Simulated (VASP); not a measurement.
A run of VASP 6.6.1:

INCAR

```
PREC     = Accurate       # precision mode
ENCUT    = 520            # plane-wave cutoff, eV
EDIFF    = 1E-6           # SCF threshold, eV
ISMEAR   = 0              # smearing method
SIGMA    = 0.1            # smearing width, eV
LREAL    = F              # projectors in reciprocal space
LASPH    = T              # aspherical terms in the spheres
NELM     = 60             # most SCF steps
ALGO     = Normal         # electronic algorithm
ISIF     = 2              # what is computed and relaxed
LWAVE    = F              # write WAVECAR
LCHARG   = F              # write CHGCAR
GGA      = PE             # functional
NBANDS   = 36             # bands
```

KPOINTS

```
Automatic mesh
0
Gamma
  6 4 2
```

Contents of POSCAR:

```
GaAs
1.0
    3.8132117821      0.0000000000      0.0000000000
    0.0000000000      3.9344523519      0.0000000000
    0.0000000000      0.0000000000      9.8900078681
Ga As
3 3
Direct
    0.5000000000      0.5000000000      0.1712479224
    0.5000000000      0.5000000000      0.8287520776
    0.0000000000      0.0000000000      0.5000000000
    0.5000000000      0.0000000000      0.3269524302
    0.0000000000      0.5000000000      0.0000000000
    0.5000000000      0.0000000000      0.6730475698
```

Potentials or basis: VASP PAW PBE potentials, release 64 (Ga_d, As).

Command:

```console
$ cat potpaw_PBE.64/Ga_d/POTCAR potpaw_PBE.64/As/POTCAR > POTCAR
$ mpirun -np 1 vasp_std > vasp.out
```

Hardware: 1 thread of Intel Xeon 8259CL (shared host).

Task: How long does it take, and how much memory?

Result: Wall time 4.9 min on 1 thread of Intel Xeon 8259CL (shared host), peak memory 0.29 GiB. Counts: scf iterations 13, k points 24.
